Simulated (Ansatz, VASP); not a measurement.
# HfO2: VASP beside Ansatz

Contents of INCAR:

```
SYSTEM = HfO2
PREC     = Accurate       ! precision mode
ENCUT    = 520            ! plane-wave cutoff, eV
EDIFF    = 1E-6           ! SCF threshold, eV
ISMEAR   = 0              ! smearing method
SIGMA    = 0.05           ! smearing width, eV
LREAL    = .FALSE.        ! projectors in reciprocal space
LASPH    = .TRUE.         ! aspherical terms in the spheres
NELM     = 100            ! most SCF steps
ALGO     = Normal         ! electronic algorithm
ISIF     = 2              ! what is computed and relaxed
LWAVE    = .FALSE.        ! write WAVECAR
LCHARG   = .TRUE.         ! write CHGCAR
GGA      = PE             ! functional
LELF     = .TRUE.         ! ELF
LVHAR    = .TRUE.       
NBANDS   = 18             ! bands
```

File KPOINTS:

```
regular mesh
0
G
  8 8 8
  0 0 0
```

POSCAR

```
HfO2
1.0
    0.0000000000      2.6853750000      2.4296250000
    2.6853750000      0.0000000000      2.4296250000
    2.6853750000      2.6853750000      0.0000000000
Hf O
1 2
Direct
    0.0000000000      0.0000000000      0.0000000000
    0.2500000000      0.2500000000      0.2500000000
    0.7500000000      0.7500000000      0.7500000000
```

Input for Ansatz:

```yaml
crystal:
  lattice:
    - [0.0, 2.685375, 2.429625]
    - [2.685375, 0.0, 2.429625]
    - [2.685375, 2.685375, 0.0]
  atoms:
    - { symbol: Hf, position: [0.0, 0.0, 0.0] }
    - { symbol: O, position: [0.25, 0.25, 0.25] }
    - { symbol: O, position: [0.75, 0.75, 0.75] }
basis:
  ecutwfc: 420
kpoints:
  mp_grid: { grid: [8, 8, 8] }
hamiltonian:
  xc: pbe
scf:
  occupations: { method: gaussian, width: 0.05 }
output:
  forces: true
  stress: true
  eigenvalues: true
```

Change from the starting cell: strain +0.050 along x and y, -0.050 along z, atoms carried along.

Alike in both runs: task single point; functional PBE; k mesh 8 × 8 × 8; occupations gaussian, width 0.05 eV; no spin polarisation.

|  | VASP | Ansatz |
| --- | --- | --- |
| version | VASP 6.6.1 | Ansatz 0.2.0 |
| potentials or method | VASP PAW PBE potentials, release 64 (Hf_pv, O), cutoff 520 eV | scalar-relativistic, plane waves, PAW |
| valence electrons in the cell | 22 | 38 |

Ansatz gave:

| Property | Result |
| --- | --- |
| gap on the k mesh at the Fermi level (eV) | 2.44 |
| least direct gap on the mesh (eV) | 2.71 |
| pressure (GPa) | -11.9 |
| traceless stress, the component that is largest in VASP (GPa) | 27.86 |

Task: Estimate VASP's values.

Result: gap on the k mesh at the Fermi level (eV): 2.41; least direct gap on the mesh (eV): 2.69; pressure (GPa): -14.9; traceless stress, the component that is largest in VASP (GPa): 28.27.

VASP's potentials hold 22 valence electrons a cell and Ansatz's 38, so a difference there can come from the potentials and not from the codes.

Spin-orbit coupling is off throughout.
